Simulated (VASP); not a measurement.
Input of a VASP 6.6.1 run:

Contents of INCAR:

```
PREC = Accurate
ENCUT = 520
EDIFF = 1E-7
ISMEAR = -1
SIGMA = 0.05
LREAL = F
LASPH = T
NELM = 80
ALGO = Normal
ISIF = 2
LWAVE = F
LCHARG = F
GGA = PE
NBANDS = 14
```

Contents of KPOINTS:

```
regular mesh
0
Gamma
  19 19 19
```

POSCAR

```
Rh
1.0
   -1.5544947583      1.5544947583      1.5544947583
    1.5544947583     -1.5544947583      1.5544947583
    1.5544947583      1.5544947583     -1.5544947583
Rh
1
Direct
    0.0000000000      0.0000000000      0.0000000000
```

Potentials or basis: VASP PAW PBE potentials, release 64 (Rh_pv).

The run is started by

```sh
$ cat potpaw_PBE.64/Rh_pv/POTCAR > POTCAR
$ mpirun -np 1 vasp_std > vasp.out
```

Problem. Estimate the pressure.

Solution. -7.9 GPa.
